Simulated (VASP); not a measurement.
# Te (P1) in VASP: single point with PBEsol

Aim: the single point of Te with PBEsol.

Everything below comes from runs of VASP 6.6.1. Logs are shortened: lines on timing, memory, paths and dates and some standing lists are left out, and cuts for length are marked.

**1. The cell of the first run**

The typed cell holds 3 atoms: a = 4.513 Å, b = 4.453 Å, c = 5.955 Å, α = 90.60°, β = 88.87°, γ = 119.83°.

**2. Single point, PBEsol (atoms moved at random and the cell strained at random)**

INCAR reads:

```
PREC = Accurate ; ENCUT = 520
EDIFF = 1E-6 ; ISMEAR = 0
SIGMA = 0.05 ; LREAL = F
LASPH = T ; NELM = 100
ALGO = Normal ; ISIF = 2
LWAVE = F ; LCHARG = T
GGA = PS ; LELF = T
LVHAR = T ; NBANDS = 16
```

KPOINTS reads:

```
regular mesh
0
Gamma
  9 9 6
```

POSCAR reads:

```
Te
1.0
    4.5126524460      0.0240578743      0.0444692687
   -2.2354914926      3.8507916878     -0.0234670029
    0.0591492000     -0.0018927744      5.9545499640
Te
3
Direct
    0.2499131540      0.0010983727      0.1642507422
    0.0172247529      0.2925565900      0.8363900103
    0.7328620931      0.7063450373      0.4993592475
```

Potentials or basis: VASP PAW PBE potentials, release 64 (Te).

Started as:

```bash
> cat potpaw_PBE.64/Te/POTCAR > POTCAR
> mpirun -np 1 vasp_std > vasp.out
```

OUTCAR:

```text
PREC = Accurate
   ENCUT = 520
   EDIFF = 1E-6
   ISMEAR = 0
   LREAL = F
   LASPH = T
   NELM = 100
   ISIF = 2
   GGA = PS

 ion  position               nearest neighbor table
   1  0.250  0.001  0.164-   3 2.82   2 2.84   2 3.39   3 3.44   2 3.58   3 3.68
   2  0.017  0.293  0.836-   1 2.84   3 3.02   1 3.39   3 3.41   3 3.43   1 3.58
   3  0.733  0.706  0.499-   1 2.82   2 3.02   2 3.41   2 3.43   1 3.44   1 3.68

  LATTYP: Found a triclinic cell.
 ALAT       =     4.4944813084
 B/A-ratio  =     2.1708877192
 C/A-ratio  =     0.9907046699
 COS(alpha) =     0.0026015709
 COS(beta)  =     0.4911992959
 COS(gamma) =     0.6913627452

  Lattice vectors:

 A1 = (   2.2771609534,   3.8748495621,   0.0210022658)
 A2 = (   6.7306641994,   3.9008002108,  -5.8890784295)
 A3 = (  -2.2354914926,   3.8507916878,  -0.0234670029)

Analysis of symmetry for initial positions (statically):
=====================================================================
 Subroutine PRICEL returns:
 Original cell was already a primitive cell.

 Routine SETGRP: Setting up the symmetry group for a
 triclinic supercell.

 Subroutine GETGRP returns: Found  1 space group operations
 (whereof  1 operations were pure point group operations)
 out of a pool of  2 trial point group operations.

The static configuration has the point symmetry C_1 .

Analysis of symmetry for dynamics (positions and initial velocities):
=====================================================================
 Subroutine PRICEL returns:
 Original cell was already a primitive cell.

 Routine SETGRP: Setting up the symmetry group for a
 triclinic supercell.

 Subroutine GETGRP returns: Found  1 space group operations
 (whereof  1 operations were pure point group operations)
 out of a pool of  2 trial point group operations.

The dynamic configuration has the point symmetry C_1 .

 Subroutine INISYM returns: Found  1 space group operations
 (whereof  1 operations are pure point group operations),
 and found     1 'primitive' translations

----------------------------------------------------------------------------------------

                                     Primitive cell

  volume of cell :     103.7840

  direct lattice vectors                    reciprocal lattice vectors
     4.512652446  0.024057874  0.044469269     0.220936677  0.128246750 -0.002153897
    -2.235491493  3.850791688 -0.023467003    -0.001381119  0.258885667  0.000096011
     0.059149200 -0.001892774  5.954549964    -0.001655424  0.000062512  0.167955268

  length of vectors
     4.512935674  4.452703621  5.954844035     0.255469927  0.258889369  0.167963438

  position of ions in fractional coordinates (direct lattice)
     0.249913154  0.001098373  0.164250742
     0.017224753  0.292556590  0.836390010
     0.732862093  0.706345037  0.499359248

  ion indices of the primitive-cell ions
   primitive index   ion index
                 1           1
                 2           2
                 3           3

----------------------------------------------------------------------------------------

 KPOINTS: regular mesh

Automatic generation of k-mesh.
 Grid dimensions read from file:
 generate k-points for:    9    9    6

 Generating k-lattice:

  Cartesian coordinates                     Fractional coordinates (reciprocal lattice)
     0.024548520  0.014249639 -0.000239322     0.111111111 -0.000000000 -0.000000000
    -0.000153458  0.028765074  0.000010668     0.000000000  0.111111111  0.000000000
    -0.000275904  0.000010419  0.027992545     0.000000000  0.000000000  0.166666667

  Length of vectors
     0.028385547  0.028765485  0.027993906

  Shift w.r.t. Gamma in fractional coordinates (k-lattice)
     0.000000000  0.000000000  0.000000000

 Subroutine IBZKPT returns following result:
 ===========================================

 Found    244 irreducible k-points:

 Following reciprocal coordinates:
            Coordinates               Weight
  0.000000  0.000000  0.000000      1.000000
  0.111111  0.000000  0.000000      2.000000
  0.222222  0.000000  0.000000      2.000000
  0.333333  0.000000 -0.000000      2.000000
  0.444444  0.000000  0.000000      2.000000
  0.000000  0.111111  0.000000      2.000000
[... 16 lines left out ...]
 -0.111111  0.222222 -0.000000      2.000000
  0.000000  0.333333  0.000000      2.000000
 [... further k-points ...]
   k-points           NKPTS =    244   k-points in BZ     NKDIM =    244   number of bands    NBANDS=     16
   number of dos      NEDOS =    301   number of ions     NIONS =      3
   total plane-waves  NPLWV =  62208
   dimension x,y,z NGX =    36 NGY =   36 NGZ =   48
   dimension x,y,z NGXF=    72 NGYF=   72 NGZF=   96
   ions per type =               3
   NGX,Y,Z   is equivalent  to a cutoff of  13.26, 13.44, 13.40 a.u.
   NGXF,Y,Z  is equivalent  to a cutoff of  26.52, 26.88, 26.80 a.u.
 SYSTEM =  unknown system
   PREC   = accura    normal or accurate (medium, high low for compatibility)
   ISTART =      0    job   : 0-new  1-cont  2-samecut
   ICHARG =      2    charge: 1-file 2-atom 10-const
   ISPIN  =      1    spin polarized calculation?
   LNONCOLLINEAR =      F non collinear calculations
   LSORBIT =      F    spin-orbit coupling
   LASPH  =      T    aspherical Exc in radial PAW
   ENCUT  =  520.0 eV  38.22 Ry    6.18 a.u.   8.39  8.28 11.07*2*pi/ulx,y,z
   NELM   =    100;   NELMIN=  2; NELMDL= -5     # of ELM steps
   EDIFF  = 0.1E-05   stopping-criterion for ELM
   LREAL  =      F    real-space projection
   EDIFFG = 0.1E-04   stopping-criterion for IOM
   NSW    =      0    number of steps for IOM
   IBRION =     -1    ionic relax: 0-MD 1-quasi-New 2-CG
   NFREE  =      0    steps in history (QN), initial steepest desc. (CG)
   ISIF   =      2    stress and relaxation
   ISYM   =      2    0-nonsym 1-usesym 2-fastsym
   POTIM  = 0.5000    time-step for ionic-motion
   TEBEG  =    0.0;   TEEND  =   0.0 temperature during run
   PSTRESS=    0.0 pullay stress
   NELECT =      18.0000    total number of electrons
   NUPDOWN=      -1.0000    fix difference up-down
   EMIN   =  10.00;   EMAX   =-10.00  energy-range for DOS
   EFERMI =   0.00;   METHOD = LEGACY
   ISMEAR =     0;   SIGMA  =   0.05  broadening in eV -4-tet -1-fermi 0-gaus
   EFERMI_NEDOS =   21; number of points for ismear=-14 and -15
   IALGO  =     38    algorithm
   IMIX   =      4    mixing-type and parameters
     AMIX     =   0.40;   BMIX     =  1.00
     AMIX_MAG =   1.60;   BMIX_MAG =  1.00
  volume/ion in A,a.u.               =      34.59       233.46
  Fermi-wavevector in a.u.,A,eV,Ry     =   0.912968  1.725259 11.340600  0.833511
  Thomas-Fermi vector in A             =   2.037425
   LORBIT       =      0    0 simple, 1 ext, 2 COOP (PROOUT), +10 PAW based schemes
   GGA     = PS    functional components
   LHFCALC =     F    Hartree Fock is set to
   AEXX    =    0.0000 exact exchange contribution
   IVDW    =     0    specifies the selected vdW correction
   LEPSILON=     F    determine dielectric tensor
   LRPA    =     F    only Hartree local field effects (RPA)
 non-spin polarized calculation
 Gauss-broadening in eV      SIGMA  =   0.05
  energy-cutoff  :      520.00
  volume of cell :      103.78
 maximum number of plane-waves:      2827
 NGX is ok and might be reduce to    36
   NGX = 17   NGY = 17   NGZ = 23

 number of electron      17.9999999 magnetization

 Free energy of the ion-electron system (eV)
  ---------------------------------------------------
  ext. energy  EPLUGINS =         0.00000000
  ---------------------------------------------------
  free energy    TOTEN  =       -10.48172275 eV

  energy without entropy =      -10.48159543  energy(sigma->0) =      -10.48165909

 E-fermi :   5.6550     XC(G=0):  -9.1450

 val. band max:        5.6208014850   @ k =   0.3333   0.3333   0.5000
 cond. band min:       5.6699931658   @ k =   0.0000   0.0000   0.5000
 fundamental gap:      0.0491916807
 Fermi energy:         5.6550334913

 k-point     1 :       0.0000    0.0000    0.0000
  band No.  band energies     occupation
      1      -7.9292      2.00000
      2      -4.7993      2.00000
      3      -4.5984      2.00000
      4       2.5537      2.00000
      5       2.6430      2.00000
      6       3.0750      2.00000
[... 8 lines left out ...]
     15      11.3298      0.00000
     16      11.5637      0.00000

 k-point     2 :       0.1111    0.0000    0.0000
  band No.  band energies     occupation
      1      -7.8507      2.00000
      2      -4.8038      2.00000
      3      -4.5990      2.00000
      4       1.9045      2.00000
      5       2.4184      2.00000
      6       2.7571      2.00000
[... 8 lines left out ...]
     15      11.5523      0.00000
     16      11.8282      0.00000

 k-point     3 :       0.2222    0.0000    0.0000
  band No.  band energies     occupation
      1      -7.6273      2.00000
      2      -4.8530      2.00000
      3      -4.6064      2.00000
      4       1.1487      2.00000
      5       1.9474      2.00000
      6       2.3227      2.00000
[... 8 lines left out ...]
     15      11.8254      0.00000
     16      12.6189      0.00000

 k-point     4 :       0.3333    0.0000   -0.0000
  band No.  band energies     occupation
      1      -7.3067      2.00000
      2      -5.0404      2.00000
      3      -4.5912      2.00000
      4       0.8013      2.00000
      5       1.5295      2.00000
      6       2.0190      2.00000
[... 8 lines left out ...]
     15      12.5780      0.00000
     16      13.5393      0.00000
[... 324 lines left out ...]
 k-point    22 :      -0.2222    0.2222    0.0000
  band No.  band energies     occupation
      1      -7.6187      2.00000
      2      -4.8709      2.00000
      3      -4.5832      2.00000
      4       1.1653      2.00000
      5       1.9911      2.00000
      6       2.3094      2.00000
[... 8 lines left out ...]
     15      11.7443      0.00000
     16      12.6910      0.00000

 k-point    23 :      -0.1111    0.2222   -0.0000
  band No.  band energies     occupation
      1      -7.6814      2.00000
      2      -4.8767      2.00000
      3      -4.5624      2.00000
      4       1.4013      2.00000
      5       1.8485      2.00000
      6       2.6844      2.00000
[... 8 lines left out ...]
     15      11.9281      0.00000
     16      12.1048      0.00000

 k-point    24 :       0.0000    0.3333    0.0000
  band No.  band energies     occupation
      1      -7.2279      2.00000
      2      -5.2416      2.00000
      3      -4.4306      2.00000
      4       0.8705      2.00000
      5       1.2782      2.00000
      6       2.1305      2.00000
[... 8 lines left out ...]
     15      12.5995      0.00000
     16      13.0231      0.00000

 [... further k-points ...]

------------------------ aborting loop because EDIFF is reached ----------------------------------------

  FORCE on cell =-STRESS in cart. coord.  units (eV):
  Direction    XX          YY          ZZ          XY          YZ          ZX
  --------------------------------------------------------------------------------------
  -------------------------------------------------------------------------------------
  Total       -0.5632546     -1.6182344     -0.9587890      0.1406377     -0.7107163     -0.3372862
  in kB       -8.6953095    -24.9816831    -14.8014176      2.1711112    -10.9717657     -5.2068946
  external PRESSURE =     -16.1594701 kB  Pullay stress =       0.0000000 kB

 VOLUME and BASIS-vectors are now :
 -----------------------------------------------------------------------------
  energy-cutoff  :      520.00
  volume of cell :      103.78
      direct lattice vectors                 reciprocal lattice vectors
     4.512652446  0.024057874  0.044469269     0.220936677  0.128246750 -0.002153897
    -2.235491493  3.850791688 -0.023467003    -0.001381119  0.258885667  0.000096011
     0.059149200 -0.001892774  5.954549964    -0.001655424  0.000062512  0.167955268

 POSITION                                       TOTAL-FORCE (eV/Angst)
 -----------------------------------------------------------------------------------
      1.13503      0.00993      0.98913         0.379386      0.005445     -0.027591
     -0.52681      1.12541      4.97423        -0.128554     -0.216311     -0.140498
      1.75766      2.73667      2.98947        -0.250832      0.210866      0.168090
 -----------------------------------------------------------------------------------
    total drift:                               -0.000127     -0.000022     -0.000027

  FREE ENERGIE OF THE ION-ELECTRON SYSTEM (eV)
  ---------------------------------------------------
  free  energy   TOTEN  =       -10.4817227538 eV

  energy  without entropy=      -10.4815954290  energy(sigma->0) =      -10.48165909
```

It took 3.8 min on 1 thread of Intel Xeon Platinum 8488C (Sapphire Rapids), shared host; peak memory 0.46 GiB.

What came out:

```yaml
Free_energy: -10.4817 eV
Pressure: -1.6 GPa
Largest_force: 0.380 eV/Å
Band_gap_on_the_k_mesh: 0.05 eV (least direct gap 0.18 eV)
```

Forces in eV/Å, atoms in the order of the input:
```
Te   0.379  0.005 -0.028
Te  -0.129 -0.216 -0.140
Te  -0.251  0.211  0.168
```

Caveat: the cell differs from its parent crystal (atoms moved at random and the cell strained at random); semilocal functionals underestimate gaps, and a narrow one can read as zero; the PAW data sets were made with another functional, which shifts forces and pressure a little; spin-orbit coupling is left out, which moves the levels of the heavy elements. A k mesh can miss the band edges.
